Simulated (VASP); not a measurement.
A run of VASP 6.6.1 is set up as follows.

File INCAR:

```
SYSTEM = W5C
  PREC = Accurate
  ENCUT = 520
  EDIFF = 1E-6
  ISMEAR = 0
  SIGMA = 0.2
  LREAL = .False.
  LASPH = .True.
  NELM = 100
  ALGO = Normal
  ISIF = 2
  LWAVE = .False.
  LCHARG = .False.
  GGA = PE
  NBANDS = 46
```

The input KPOINTS:

```
Automatic mesh
0
Gamma
  7 7 7
  0 0 0
```

File POSCAR:

```
W5C
1.0
   -1.5707480422      1.5707480422      8.8327443795
    1.5707480422     -1.5707480422      8.8327443795
    1.5707480422      1.5707480422     -8.8327443795
W C
5 1
Direct
    0.6169244933      0.6169244933      0.0000000000
    0.3830755067      0.3830755067      0.0000000000
    0.0000000000      0.0000000000      0.0000000000
    0.7969598961      0.7969598961      0.0000000000
    0.2030401039      0.2030401039      0.0000000000
    0.5000000000      0.5000000000      0.0000000000
```

Potentials or basis: VASP PAW PBE potentials, release 64 (W_sv, C).

Launch:

```console
$ cat potpaw_PBE.64/W_sv/POTCAR potpaw_PBE.64/C/POTCAR > POTCAR
$ mpirun -np 1 vasp_std > vasp.out
```

(1) Estimate the largest force.

(2) Predict the band gap on the k mesh.

(3) Predict the pressure.

Answers

(1) 0.025 eV/Å.

(2) zero (band 37 reaches 12.30 eV, above the bottom of band 38 at 10.42 eV).

(3) 0.7 GPa.

Caveat: the k points lie up to 0.40 Å⁻¹ apart; spin-orbit coupling is left out, which moves the levels of the heavy elements.
